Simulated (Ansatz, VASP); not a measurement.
Cr: VASP beside Ansatz

Contents of INCAR:

```
ALGO = Fast
EDIFF = 1E-6
ENCUT = 520
GGA = PS
ISIF = 2
ISMEAR = 0
LASPH = T
LCHARG = F
LREAL = F
LWAVE = F
NBANDS = 12
NELM = 100
PREC = Accurate
SIGMA = 0.15
```

File KPOINTS:

```
k-points
0
Gamma
  24 24 24
```

Contents of POSCAR:

```
Cr
1.0
   -1.4059012500      1.4059012500      1.4419500000
    1.4059012500     -1.4059012500      1.4419500000
    1.4059012500      1.4059012500     -1.4419500000
Cr
1
Direct
    0.0000000000      0.0000000000      0.0000000000
```

Input for Ansatz:

```yaml
crystal:
  lattice:
    - [-1.40590125, 1.40590125, 1.44195]
    - [1.40590125, -1.40590125, 1.44195]
    - [1.40590125, 1.40590125, -1.44195]
  atoms:
    - { symbol: Cr, position: [0.0, 0.0, 0.0] }
basis:
  ecutwfc: 420
kpoints:
  mp_grid: { grid: [24, 24, 24] }
hamiltonian:
  xc: pbesol
scf:
  occupations: { method: gaussian, width: 0.15 }
output:
  forces: true
  stress: true
  eigenvalues: true
```

Change from the starting cell: strain -0.025 along x and y, +0.000 along z, atoms carried along.

Alike in both runs: task single point; functional PBEsol; k mesh 24 × 24 × 24; occupations gaussian, width 0.15 eV; no spin polarisation.

|  | VASP | Ansatz |
| --- | --- | --- |
| version | VASP 6.6.1 | Ansatz 0.2.0 |
| potentials or method | VASP PAW PBE potentials, release 64 (Cr_pv), cutoff 520 eV | scalar-relativistic, plane waves, PAW |
| valence electrons in the cell | 12 | 14 |

```tsv
	VASP	Ansatz	Ansatz less VASP
gap on the k mesh at the Fermi level (eV)	none	none	-
pressure (GPa)	-6.2	-5.9	+0.23
traceless stress, the component that is largest in VASP (GPa)	-6.03	-6.08	-0.048
```

VASP's potentials were made for PBE, not for PBEsol. A gap of «none» marks a metal or a gap that the smearing closes. VASP's potentials hold 12 valence electrons a cell and Ansatz's 14, so a difference there can come from the potentials and not from the codes.
